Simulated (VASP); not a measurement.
Runs of VASP 6.6.1 on TlCl. It takes space group Pm-3m (No. 221, cubic). Conventional cell: a = 3.794 Å, b = 3.794 Å, c = 3.794 Å, α = 90.00°, β = 90.00°, γ = 90.00°. Tl (site symmetry m-3m) has 8 Cl at 3.29 Å and 6 Tl at 3.79 Å within 4.3 Å. Cl (site symmetry m-3m) has 8 Tl at 3.29 Å and 6 Cl at 3.79 Å within 4.3 Å. 

| level | k mesh | cutoff (eV) | grid for exact exchange (PRECFOCK) | gap on the mesh (eV) | pressure (GPa) |
| --- | --- | --- | --- | --- | --- |
| PBE0 | 4 × 4 × 4 | 400 | Normal | 3.43 | 1.6 |
| r2SCAN | 4 × 4 × 4 | 550 | - | (a) | (b) |
| PBE | 4 × 4 × 4 | 500 | - | 1.99 | (c) |
| PBE | 8 × 8 × 8 | 500 | - | 2.00 | 2.2 |

Alike in all rows: task single point; potentials or basis VASP PAW PBE potentials, release 64 (Tl_d, Cl); no spin polarisation; cell as given; smearing gaussian 0.01 eV.

Question: Estimate the missing entries.

Answer: (a) 2.42; (b) 1.1; (c) 2.3.

Caveats: spin-orbit coupling is left out, which moves the levels of the heavy elements; the PAW data sets were made with another functional, which shifts forces and pressure a little (some runs).

A k mesh can miss the band edges, and the runs leave out spin-orbit coupling on Tl.
